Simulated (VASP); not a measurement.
Crystal: SbS2.

```
Sb S
1.0
     4.79425   -2.71874    0.00000
     4.79425    2.71874    0.00000
     0.00000    0.00000    5.29504
Sb S
2 4
Direct
  0.78000 0.22000 0.75000
  0.22000 0.78000 0.25000
  0.89000 0.45000 0.25000
  0.55000 0.11000 0.25000
  0.45000 0.89000 0.75000
  0.11000 0.55000 0.75000
```

| Property | Result |
| --- | --- |
| Program | VASP 6.6.1 |
| Task | relaxation of cell and atoms |
| Functional | PBE |
| Potentials or basis | VASP PAW PBE potentials, release 64 (Sb, S) |
| Cutoff | 600 eV |
| k mesh | 4 × 4 × 4 |
| Occupations | gaussian, width 0.1 eV |
| Spin | no spin polarisation |

At the start: pressure -8.7 GPa; volume 23.01 Å³/atom.

Question: How do energy, volume and symmetry change on relaxing?

Answer: Over 13 steps the energy falls by 211.2 meV/atom and the volume is 21.04 Å³/atom (-8.5 %); space group Cmcm (No. 63, to 0.05 Å).

The path:
```csv
step,energy change (eV),largest force (eV/Å),pressure (GPa),volume (Å³)
1,0.0000,0.8627,-8.69,138.03
2,-0.7416,0.5809,2.45,114.57
3,-0.7523,0.6283,0.91,116.63
4,-0.8781,0.4905,1.17,116.57
5,-1.1026,0.2735,3.58,116.24
6,-1.2029,0.2314,0.59,121.47
7,-1.2203,0.2351,-1.14,125.13
8,-1.2425,0.1743,-0.84,125.74
9,-1.2550,0.0947,-0.37,126.51
10,-1.2553,0.0834,-0.30,126.62
11,-1.2622,0.0427,0.20,125.89
12,-1.2639,0.0240,0.57,125.35
13,-1.2672,0.0329,0.03,126.25
```

Final structure:
```cif
data_structure
_symmetry_space_group_name_H-M 'P 1'
_symmetry_Int_Tables_number 1
_cell_length_a 5.5551
_cell_length_b 5.5551
_cell_length_c 5.1388
_cell_angle_alpha 90.000
_cell_angle_beta 90.000
_cell_angle_gamma 52.761
_cell_volume 126.25
loop_
_atom_site_label
_atom_site_type_symbol
_atom_site_fract_x
_atom_site_fract_y
_atom_site_fract_z
_atom_site_occupancy
Sb1 Sb 0.73998 0.26002 0.75000 1
Sb2 Sb 0.26002 0.73998 0.25000 1
S1 S 0.88227 0.40474 0.25000 1
S2 S 0.59526 0.11773 0.25000 1
S3 S 0.40474 0.88227 0.75000 1
S4 S 0.11773 0.59526 0.75000 1
```
